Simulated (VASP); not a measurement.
Nb2Cl3: single point with PBE

The system is Nb2Cl3.

```
Nb Cl
1.0
     4.29816    0.00000    0.00000
    -2.14908    3.72232    0.00000
     0.00000    0.00000    6.68724
Nb Cl
2 3
Cartesian
  0.0000 2.4815 1.6384
  2.1491 1.2408 5.0489
  0.0000 0.0000 0.0000
  0.0000 2.4815 4.3133
  2.1491 1.2408 2.3740
```

| Property | Result |
| --- | --- |
| Program | VASP 6.6.1 |
| Task | single point |
| Functional | PBE |
| Potentials or basis | VASP PAW PBE potentials, release 64 (Nb_sv, Cl) |
| Cutoff | 520 eV |
| k mesh | 6 × 6 × 4 |
| Occupations | gaussian, width 0.1 eV |
| Spin | no spin polarisation |

* Pressure: -7.0 GPa
* Largest force: 0.815 eV/Å
* Band gap on the k mesh: zero (an odd number of electrons rules out a gap without spin polarisation)

Forces on the atoms (eV/Å):
```
Nb   0.000  0.000 -0.815
Nb   0.000  0.000  0.815
Cl   0.000  0.000  0.000
Cl   0.000  0.000  0.043
Cl   0.000  0.000 -0.043
```

Stress tensor (GPa, compression positive):
```
-7.49  0.00  0.00
 0.00 -7.49  0.00
 0.00  0.00 -5.99
```

Levels at points of the mesh, in eV from the Fermi level:
| k point | band 20 | band 21 | band 22 | band 23 | band 24 | band 25 | band 26 | band 27 |
| --- | --- | --- | --- | --- | --- | --- | --- | --- |
| (0.00, 0.00, 0.00) | -4.81 | -1.12 | -1.12 | -0.76 | 0.05 | 0.05 | 0.44 | 0.53 |
| (0.50, 0.00, 0.00) | -5.10 | -1.20 | -0.40 | -0.28 | -0.18 | 0.23 | 0.29 | 0.40 |
| (0.00, 0.00, 0.50) | -5.44 | -0.71 | -0.71 | -0.44 | -0.44 | -0.23 | 1.18 | 1.34 |
| (0.50, 0.00, 0.50) | -5.16 | -0.53 | -0.49 | -0.13 | 0.04 | 0.15 | 0.51 | 0.73 |

Run time: 30 s on 1 thread of Intel(R) Xeon(R) 6975P-C (Granite Rapids), with other jobs on the host, peak memory 0.24 GiB.

Caveat: the cell stands under tension; an odd number of electrons without spin polarisation forces a metal; a magnetic or distorted state may lie lower.
